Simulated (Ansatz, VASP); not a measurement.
**One calculation of BiPt3, two programs**

File INCAR:

```
SYSTEM = BiPt3
  PREC = Accurate
  ENCUT = 520
  EDIFF = 1E-6
  ISMEAR = -1
  SIGMA = 0.05
  LREAL = .False.
  LASPH = .True.
  NELM = 60
  ALGO = Normal
  ISIF = 2
  LWAVE = .False.
  LCHARG = .True.
  GGA = PE
  LELF = .True.
  LVHAR = .True.
  NBANDS = 30
```

KPOINTS

```
Automatic mesh
0
Gamma
  7 7 7
  0 0 0
```

The input POSCAR:

```
BiPt3
1.0
    4.1299138072      0.0000000000      0.0000000000
    0.0000000000      4.1299138072      0.0000000000
    0.0000000000      0.0000000000      4.1299138072
Bi Pt
1 3
Direct
    0.0000000000      0.0000000000      0.0000000000
    0.5000000000      0.5000000000      0.0000000000
    0.5000000000      0.0000000000      0.5000000000
    0.0000000000      0.5000000000      0.5000000000
```

The input input.yaml:

```yaml
crystal:
  lattice:
    - [4.1299138072, 0.0, 0.0]
    - [0.0, 4.1299138072, 0.0]
    - [0.0, 0.0, 4.1299138072]
  atoms:
    - { symbol: Bi, position: [0.0, 0.0, 0.0] }
    - { symbol: Pt, position: [0.5, 0.5, 0.0] }
    - { symbol: Pt, position: [0.5, 0.0, 0.5] }
    - { symbol: Pt, position: [0.0, 0.5, 0.5] }
hamiltonian:
  xc: pbe
  pseudopotentials: { kind: paw }
kpoints:
  mp_grid: { grid: [7, 7, 7] }
scf:
  occupations: { method: fermi_dirac, width: 0.05 }
output:
  forces: true
  stress: true
  eigenvalues: true
```

Alike in both runs: task single point; functional PBE; k mesh 7 × 7 × 7; occupations fermi-dirac, width 0.05 eV; no spin polarisation.

```csv
,VASP,Ansatz
version,VASP 6.6.1,Ansatz 0.2.0
potentials or method,"VASP PAW PBE potentials, release 64 (Bi_d, Pt)",Ansatz PAW
plane-wave cutoff (eV),520,420
valence electrons in the cell,45,69
```

```tsv
	VASP	Ansatz	Ansatz less VASP
gap on the k mesh at the Fermi level (eV)	none	none	-
pressure (GPa)	5.8	5.9	+0.14
```

A gap of «none» marks a metal or a gap that the smearing closes. With one functional, cell and mesh, what is left measures potentials, basis and numerics. VASP's potentials hold 45 valence electrons a cell and Ansatz's 69, so a difference there can come from the potentials and not from the codes.

Neither program's run includes spin-orbit coupling.
